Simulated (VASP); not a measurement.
Here is a VASP 6.6.1 calculation.

Contents of INCAR:

```
SYSTEM = PtS2
  ALGO = Normal
  EDIFF = 1E-6
  ENCUT = 570
  GGA = PE
  GGA_COMPAT = .False.
  ISIF = 2
  ISMEAR = -1
  LASPH = .True.
  LCHARG = .True.
  LELF = .True.
  LREAL = .False.
  LVHAR = .True.
  LWAVE = .False.
  NBANDS = 22
  NELM = 120
  PREC = Accurate
  SIGMA = 0.05
```

The input KPOINTS:

```
k-points
0
Gamma
  7 7 5
  0 0 0
```

The input POSCAR:

```
PtS2
1.0
    3.5194194177      0.0000000000      0.0000000000
   -1.7597097089      3.0479066223      0.0000000000
    0.0000000000      0.0000000000      5.0049815314
Pt S
1 2
Direct
    0.0000000000      0.0000000000      0.0000000000
    0.6666666667      0.3333333333      0.7730000000
    0.3333333333      0.6666666667      0.2270000000
```

Potentials or basis: VASP PAW PBE potentials, release 64 (Pt_sv_GW, S).

Launch:

```bash
$ cat potpaw_PBE.64/Pt_sv_GW/POTCAR potpaw_PBE.64/S/POTCAR > POTCAR
$ mpirun -np 1 vasp_std > vasp.out
```

(1) Estimate the largest force.

(2) Estimate the pressure.

(3) What does it give for the band gap on the k mesh?

Answers

(1) 1.551 eV/Å.

(2) 14.5 GPa.

(3) 0.91 eV (least direct gap 1.20 eV).

Caveat: the cell stands under pressure; spin-orbit coupling is left out, which moves the levels of the heavy elements; forces of over 1 eV/Å act on the atoms, so gaps and moduli don't describe the material at rest.
